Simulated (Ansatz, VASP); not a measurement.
Two plane-wave programs on LuHf4O

```
Lu Hf O
1.0
     7.04791    0.00000    0.00000
    -3.52395    6.10367    0.00000
     0.00000    0.00000    3.16266
Lu Hf O
1 4 1
Direct
  0.00000 0.00000 0.00000
  0.33333 0.66667 0.00000
  0.52545 0.47455 0.50000
  0.52545 0.05089 0.50000
  0.94911 0.47455 0.50000
  0.66667 0.33333 0.00000
```

Change from the starting cell: species swapped into the CePdPt4 type (P-6m2, No. 187).

Alike in both runs: functional PBE; k mesh 3 × 3 × 6; occupations gaussian, width 0.1 eV; no spin polarisation.

Ansatz relaxed the structure, and its values are those at the end. VASP's run is a single point on that final structure, the one shown.

|  | VASP | Ansatz |
| --- | --- | --- |
| version | VASP 6.6.1 | Ansatz 0.2.0 |
| potentials or method | VASP PAW PBE potentials, release 64 (Lu, Hf_pv, O), cutoff 520 eV | scalar-relativistic, plane waves, PAW |
| valence electrons in the cell | 71 | 135 |

```csv
,VASP,Ansatz,Ansatz less VASP
gap on the k mesh at the Fermi level (eV),none,none,-
pressure (GPa),-0.5,0.0,+0.55
rms of the force components (eV/Å),0.031,0.003,-0.0287
```

A gap of «none» marks a metal or a gap that the smearing closes. VASP's potentials hold 71 valence electrons a cell and Ansatz's 135, so a difference there can come from the potentials and not from the codes.

Spin-orbit coupling is off throughout.
